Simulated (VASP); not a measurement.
Here is a VASP 6.6.1 calculation.

File INCAR:

```
PREC     = Accurate       # precision mode
ENCUT    = 500            # plane-wave cutoff, eV
EDIFF    = 1E-6           # SCF threshold, eV
ISMEAR   = -1             # smearing method
SIGMA    = 0.02           # smearing width, eV
LREAL    = F              # projectors in reciprocal space
LASPH    = T              # aspherical terms in the spheres
NELM     = 120            # most SCF steps
ALGO     = Normal         # electronic algorithm
ISIF     = 2              # what is computed and relaxed
LWAVE    = F              # write WAVECAR
LCHARG   = F              # write CHGCAR
NBANDS   = 11             # bands
GGA_COMPAT= F
```

The input KPOINTS:

```
regular mesh
0
Gamma
  6 6 6
```

Contents of POSCAR:

```
AlP
1.0
    0.0000000000      2.7172767118      2.7172767118
    2.7172767118      0.0000000000      2.7172767118
    2.7172767118      2.7172767118      0.0000000000
Al P
1 1
Direct
    0.0000000000      0.0000000000      0.0000000000
    0.2500000000      0.2500000000      0.2500000000
```

Potentials or basis: VASP PAW LDA potentials, release 64 (Al, P).

Launch:

```bash
$ cat potpaw_LDA.64/Al/POTCAR potpaw_LDA.64/P/POTCAR > POTCAR
$ mpirun -np 1 vasp_std > vasp.out
```

Task: Predict the pressure.

Result: 0.1 GPa.

Task: Estimate the band gap on the k mesh.

Result: 1.41 eV (least direct gap 3.24 eV).

A k mesh can miss the band edges.
